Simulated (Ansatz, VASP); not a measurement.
Zn in VASP and in Ansatz

```
Zn
1.0
     2.11176   -3.57905    0.00000
     2.11176    3.57905    0.00000
     0.00000    0.00000    4.22915
Zn
4
Direct
  0.15250 0.84750 0.07850
  0.65250 0.34750 0.42150
  0.84750 0.15250 0.92150
  0.34750 0.65250 0.57850
```

Alike in both runs: task relaxation of cell and atoms; functional r2SCAN; k mesh 6 × 6 × 4; occupations gaussian, width 0.1 eV; no spin polarisation.

|  | VASP | Ansatz |
| --- | --- | --- |
| version | VASP 6.6.1 | Ansatz 0.2.0 |
| potentials or method | VASP PAW PBE potentials, release 64 (Zn), cutoff 600 eV | scalar-relativistic, plane waves, PAW |
| valence electrons in the cell | 48 | 48 |

VASP gave:

* gap on the k mesh at the Fermi level, each at its own relaxed structure (eV): none
* relaxed volume (Å³/atom): 14.72
* relaxed length of the cell vector where the two differ most in proportion (Å): 5.288

Task: Which values does Ansatz return?

Result: gap on the k mesh at the Fermi level, each at its own relaxed structure (eV): none; relaxed volume (Å³/atom): 14.64; relaxed length of the cell vector where the two differ most in proportion (Å): 5.276.

VASP's potentials were made for PBE, not for r2SCAN. A gap of «none» marks a metal or a gap that the smearing closes.

The k mesh is coarse, so the values compare programs but aren't converged. Noted on VASP's run: too few bands were computed for a metal, which touches its energy and stress.
